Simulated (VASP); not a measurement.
# LiCl (Fm-3m) in VASP: a series of runs, part 2 of 2

VASP 6.6.1.

## (4) Vibrations by perturbation theory, LDA

This run uses another cell than the first one, of 15.29 Å³/atom.

The input, INCAR:

```
SYSTEM = LiCl
PREC = Accurate
ENCUT = 520
EDIFF = 1E-8
ISMEAR = 0
SIGMA = 0.01
LREAL = .False.
LASPH = .True.
NELM = 100
ALGO = Normal
ISIF = 2
LWAVE = .False.
LCHARG = .False.
IBRION = 8
NSW = 1
LEPSILON = .True.
```

The input, KPOINTS:

```
regular mesh
0
Gamma
  8 8 8
  0 0 0
```

The input, POSCAR:

```
LiCl
1.0
    0.0000000000      2.4820631185      2.4820631185
    2.4820631185      0.0000000000      2.4820631185
    2.4820631185      2.4820631185      0.0000000000
Li Cl
1 1
Direct
    0.0000000000      0.0000000000      0.0000000000
    0.5000000000      0.5000000000      0.5000000000
```

Potentials or basis: VASP PAW LDA potentials, release 64 (Li_sv, Cl).

Launch:

```
$ cat potpaw_LDA.64/Li_sv/POTCAR potpaw_LDA.64/Cl/POTCAR > POTCAR
$ mpirun -np 1 vasp_std > vasp.out
```

OUTCAR:

```text
SYSTEM = LiCl
   PREC = Accurate
   ENCUT = 520
   EDIFF = 1E-8
   ISMEAR = 0
   LREAL = .False.
   LASPH = .True.
   NELM = 100
   ISIF = 2
   IBRION = 8
   NSW = 1
   LEPSILON = .True.

 ion  position               nearest neighbor table
   1  0.000  0.000  0.000-   2 2.48   2 2.48   2 2.48   2 2.48   2 2.48   2 2.48
   2  0.500  0.500  0.500-   1 2.48   1 2.48   1 2.48   1 2.48   1 2.48   1 2.48

  LATTYP: Found a face centered cubic cell.
 ALAT       =     4.9641262370

  Lattice vectors:

 A1 = (   0.0000000000,   2.4820631185,   2.4820631185)
 A2 = (   2.4820631185,   0.0000000000,   2.4820631185)
 A3 = (   2.4820631185,   2.4820631185,   0.0000000000)

Analysis of symmetry for initial positions (statically):
=====================================================================
 Subroutine PRICEL returns:
 Original cell was already a primitive cell.

 Routine SETGRP: Setting up the symmetry group for a
 face centered cubic supercell.

 Subroutine GETGRP returns: Found 48 space group operations
 (whereof 48 operations were pure point group operations)
 out of a pool of 48 trial point group operations.

The static configuration has the point symmetry O_h .

Analysis of symmetry for dynamics (positions and initial velocities):
=====================================================================
 Subroutine PRICEL returns:
 Original cell was already a primitive cell.

 Routine SETGRP: Setting up the symmetry group for a
 face centered cubic supercell.

 Subroutine GETGRP returns: Found 48 space group operations
[... 549 lines left out ...]
          XX          YY          ZZ          XY          YZ          ZX
  --------------------------------------------------------------------------------
  x     0.00000     0.00000     0.00000     0.00000     0.00000     0.00000
  y     0.00000     0.00000     0.00000     0.00000     0.00000     0.00000
  z     0.00000     0.00000     0.00000     0.00000     0.00000     0.00000

 BORN EFFECTIVE CHARGES (including local field effects) (in |e|, cummulative output)
 ---------------------------------------------------------------------------------
 ion    1
    1     1.16477     0.00000     0.00000
    2    -0.00000     1.16477     0.00000
    3     0.00000     0.00000     1.16477
 ion    2
    1    -1.16477    -0.00000     0.00000
    2     0.00000    -1.16477     0.00000
    3     0.00000     0.00000    -1.16477

 INTERNAL STRAIN TENSOR FOR ION    2 for displacements in x,y,z  (eV/Angst):
          X           Y           Z          XY          YZ          ZX
  --------------------------------------------------------------------------------
  x     0.00000     0.00000     0.00000     0.00000     0.00000     0.00000
  y     0.00000     0.00000     0.00000     0.00000     0.00000     0.00000
  z     0.00000     0.00000     0.00000     0.00000     0.00000     0.00000

 SECOND DERIVATIVES (NOT SYMMETRIZED)
 ------------------------------------
               1X          1Y          1Z          2X          2Y          2Z
  1X    -1.097746    0.000000    0.000000    1.097746    0.000000    0.000000
  1Y     0.000000   -1.097746    0.000000    0.000000    1.097746    0.000000
  1Z     0.000000    0.000000   -1.097746    0.000000    0.000000    1.097746
  2X     1.119564    0.000000    0.000000   -1.119564    0.000000    0.000000
  2Y     0.000000    1.119564    0.000000    0.000000   -1.119564    0.000000
  2Z     0.000000    0.000000    1.119564    0.000000    0.000000   -1.119564

 Eigenvectors and eigenvalues of the dynamical matrix
 ----------------------------------------------------

   1 f  =    6.781655 THz    42.610394 2PiTHz  226.211655 cm-1    28.046658 meV
             X         Y         Z           dx          dy          dz
      0.000000  0.000000  0.000000     0.000000    0.912237    0.000000
      2.482063  2.482063  2.482063     0.000000   -0.409664    0.000000
[... 21 lines left out ...]
   6 f/i=    0.024939 THz     0.156697 2PiTHz    0.831879 cm-1     0.103140 meV
             X         Y         Z           dx          dy          dz
      0.000000  0.000000  0.000000     0.000000    0.000000   -0.409664
      2.482063  2.482063  2.482063     0.000000    0.000000   -0.912237

--------------------------------------------------------------------------------------------------------

 MACROSCOPIC STATIC DIELECTRIC TENSOR IONIC CONTRIBUTION
 ------------------------------------------------------
           7.240358     0.000000     0.000000
           0.000000     7.240358     0.000000
           0.000000     0.000000     7.240358
 ------------------------------------------------------

 ELASTIC MODULI CONTR FROM IONIC RELAXATION (kBar)
 Direction    XX          YY          ZZ          XY          YZ          ZX
 --------------------------------------------------------------------------------
 XX           0.0000      0.0000      0.0000      0.0000      0.0000      0.0000
 YY           0.0000      0.0000      0.0000      0.0000      0.0000      0.0000
 ZZ           0.0000      0.0000      0.0000      0.0000      0.0000      0.0000
 XY           0.0000      0.0000      0.0000      0.0000      0.0000      0.0000
 YZ           0.0000      0.0000      0.0000      0.0000      0.0000      0.0000
 ZX           0.0000      0.0000      0.0000      0.0000      0.0000      0.0000
 --------------------------------------------------------------------------------

 PIEZOELECTRIC TENSOR IONIC CONTR  for field in x, y, z        (C/m^2)
          XX          YY          ZZ          XY          YZ          ZX
  --------------------------------------------------------------------------------
  x     0.00000     0.00000     0.00000     0.00000     0.00000     0.00000
  y     0.00000     0.00000     0.00000     0.00000     0.00000     0.00000
  z     0.00000     0.00000     0.00000     0.00000     0.00000     0.00000
```

stdout:

```text
POSCAR found type information on POSCAR LiCl
 POSCAR found :  2 types and       2 ions
 scaLAPACK will be used
 LDA part: xc-table for (Slater(with rela. corr.)+CA(PZ))
 , standard interpolation
 POSCAR, INCAR and KPOINTS ok, starting setup
 FFT: planning ... GRIDC
 FFT: planning ... GRID_SOFT
 FFT: planning ... GRID
 WAVECAR not read
 entering main loop
[... 23 lines left out ...]
  Direction:   3
 dielectric tensor                  component  3 :     0.027     0.293     3.186
 Linear response DOF=           2
 Linear response progress:
 first order change of Fermi-energy   0.76835E-05
 force on displaced ion       1 direction 1 :  -1.098   0.000   0.000
 Born effective charge ion    1 direction 1 :   1.164   0.000   0.000
 Linear response progress:
 first order change of Fermi-energy   0.26636E-05
 force on displaced ion       2 direction 1 :  -1.120   0.000   0.000
 Born effective charge ion    2 direction 1 :  -1.165   0.000   0.000
 Born effective charges drift removed
 Linear response finished
```

It took 6.4 min on 1 thread of Intel Xeon 8259CL, shared host; peak memory 0.18 GiB.

Results:

| Item | Value |
| --- | --- |
| Electronic dielectric tensor (diagonal) | 3.19 |
| Born charges (mean of the diagonal) | Li +1.16; Cl -1.16 e |
| Highest phonon frequency at Γ, LO-TO splitting left out | 226 cm⁻¹ |

Phonon frequencies in cm⁻¹ (negative: imaginary):
```tsv
q point	frequencies
(0.000, 0.000, 0.000)	-1 -1 -1 226 226 226
```

Electronic dielectric tensor:
```
3.19 0.00 0.00
0.00 3.19 0.00
0.00 0.00 3.19
```

Born effective charge tensors (e):
atom 1, Li
```
1.16 0.00 0.00
0.00 1.16 0.00
0.00 0.00 1.16
```
atom 2, Cl
```
-1.16  0.00  0.00
 0.00 -1.16  0.00
 0.00  0.00 -1.16
```

Caveat: the cutoff is under 1.25 times the usual one of these potentials, so pressure, stress and relaxed cells hold a basis-set (Pulay) error.

## (5) Vibrations by perturbation theory, LDA (15.52 Å³/atom)

This run uses another cell than the first one, of 15.52 Å³/atom.

The input, INCAR:

```
PREC = Accurate
ENCUT = 520
EDIFF = 1E-8
ISMEAR = 0
SIGMA = 0.01
LREAL = False
LASPH = True
NELM = 60
ALGO = Normal
ISIF = 2
LWAVE = False
LCHARG = False
NBANDS = 12
IBRION = 8
NSW = 1
```

The input, KPOINTS:

```
Automatic mesh
0
Gamma
  8 8 8
```

The input, POSCAR:

```
LiCl
1.0
    0.0000000000      2.4944118945      2.4944118945
    2.4944118945      0.0000000000      2.4944118945
    2.4944118945      2.4944118945      0.0000000000
Li Cl
1 1
Direct
    0.0000000000      0.0000000000      0.0000000000
    0.5000000000      0.5000000000      0.5000000000
```

Potentials or basis: VASP PAW LDA potentials, release 64 (Li_sv, Cl).

Launch:

```
$ cat potpaw_LDA.64/Li_sv/POTCAR potpaw_LDA.64/Cl/POTCAR > POTCAR
$ mpirun -np 1 vasp_std > vasp.out
```

OUTCAR:

```text
PREC = Accurate
   ENCUT = 520
   EDIFF = 1E-8
   ISMEAR = 0
   LREAL = False
   LASPH = True
   NELM = 60
   ISIF = 2
   IBRION = 8
   NSW = 1

 ion  position               nearest neighbor table
   1  0.000  0.000  0.000-   2 2.49   2 2.49   2 2.49   2 2.49   2 2.49   2 2.49
   2  0.500  0.500  0.500-   1 2.49   1 2.49   1 2.49   1 2.49   1 2.49   1 2.49

  LATTYP: Found a face centered cubic cell.
 ALAT       =     4.9888237890

  Lattice vectors:

[... 617 lines left out ...]
 ------------------------------------
               1X          1Y          1Z          2X          2Y          2Z
  1X    -1.004654    0.000000    0.000000    1.004654    0.000000    0.000000
  1Y     0.000000   -1.004654    0.000000    0.000000    1.004654    0.000000
  1Z     0.000000    0.000000   -1.004654    0.000000    0.000000    1.004654
  2X     1.024207    0.000000    0.000000   -1.024207    0.000000    0.000000
  2Y     0.000000    1.024207    0.000000    0.000000   -1.024207    0.000000
  2Z     0.000000    0.000000    1.024207    0.000000    0.000000   -1.024207

 Eigenvectors and eigenvalues of the dynamical matrix
 ----------------------------------------------------

   1 f  =    6.487513 THz    40.762249 2PiTHz  216.400156 cm-1    26.830188 meV
             X         Y         Z           dx          dy          dz
      0.000000  0.000000  0.000000     0.912268    0.000000    0.000000
      2.494412  2.494412  2.494412    -0.409594    0.000000    0.000000
[... 21 lines left out ...]
   6 f/i=    0.023362 THz     0.146787 2PiTHz    0.779269 cm-1     0.096617 meV
             X         Y         Z           dx          dy          dz
      0.000000  0.000000  0.000000    -0.204797   -0.289627   -0.204797
      2.494412  2.494412  2.494412    -0.456134   -0.645070   -0.456134

--------------------------------------------------------------------------------------------------------

 ELASTIC MODULI CONTR FROM IONIC RELAXATION (kBar)
 Direction    XX          YY          ZZ          XY          YZ          ZX
 --------------------------------------------------------------------------------
 XX           0.0000      0.0000      0.0000      0.0000      0.0000      0.0000
 YY           0.0000      0.0000      0.0000      0.0000      0.0000      0.0000
 ZZ           0.0000      0.0000      0.0000      0.0000      0.0000      0.0000
 XY           0.0000      0.0000      0.0000      0.0000      0.0000      0.0000
 YZ           0.0000      0.0000      0.0000      0.0000      0.0000      0.0000
 ZX           0.0000      0.0000      0.0000      0.0000      0.0000      0.0000
 --------------------------------------------------------------------------------
```

stdout:

```text
POSCAR found type information on POSCAR LiCl
 POSCAR found :  2 types and       2 ions
 scaLAPACK will be used
 LDA part: xc-table for (Slater(with rela. corr.)+CA(PZ))
 , standard interpolation
 POSCAR, INCAR and KPOINTS ok, starting setup
 FFT: planning ... GRIDC
 FFT: planning ... GRID_SOFT
 FFT: planning ... GRID
 WAVECAR not read
 entering main loop
 Linear response reoptimize wavefunctions to high precision
 Linear response DOF=           2
 Linear response progress:
 first order change of Fermi-energy   0.18075E-04
 force on displaced ion       1 direction 1 :  -1.005   0.000   0.000
 Linear response progress:
 first order change of Fermi-energy   0.30217E-03
 force on displaced ion       2 direction 1 :  -1.024   0.000   0.000
 Linear response finished
```

Run time: 3.1 min. Hardware: 1 thread of Intel Xeon 8259CL, shared host; peak memory 0.18 GiB.

What came out:

| Quantity | Value |
| --- | --- |
| Highest phonon frequency at Γ, LO-TO splitting left out | 216 cm⁻¹ |

Phonon frequencies in cm⁻¹ (negative: imaginary):
| q point | frequencies |
| --- | --- |
| (0.000, 0.000, 0.000) | -1 -1 -1 216 216 216 |

Caveat: the cutoff is under 1.25 times the usual one of these potentials, so pressure, stress and relaxed cells hold a basis-set (Pulay) error.
